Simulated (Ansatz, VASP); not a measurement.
Sb: VASP beside Ansatz

```xyz
1
Lattice="3.1600 0.0000 0.0000 0.0000 3.1600 0.0000 0.0000 0.0000 3.1600" Properties=species:S:1:pos:R:3 pbc="T T T"
Sb    0.0000    0.0000    0.0000
```

Alike in both runs: task relaxation of cell and atoms; functional PBE; k mesh 12 × 12 × 12; occupations gaussian, width 0.1 eV; no spin polarisation.

```csv
,VASP,Ansatz
version,VASP 6.6.1,Ansatz 0.2.0
potentials or method,"VASP PAW PBE potentials, release 64 (Sb), cutoff 500 eV","scalar-relativistic, plane waves, PAW"
valence electrons in the cell,5,15
```

```csv
,VASP,Ansatz,Ansatz less VASP
"gap on the k mesh at the Fermi level, each at its own relaxed structure (eV)",none,none,-
relaxed volume (Å³/atom),30.09,30.14,+0.052
relaxed cell length with the largest relative difference (Å),3.110,3.112,+0.0018
```

A gap of «none» marks a metal or a gap that the smearing closes. VASP's potentials hold 5 valence electrons a cell and Ansatz's 15, so a difference there can come from the potentials and not from the codes.

Neither program's run includes spin-orbit coupling.
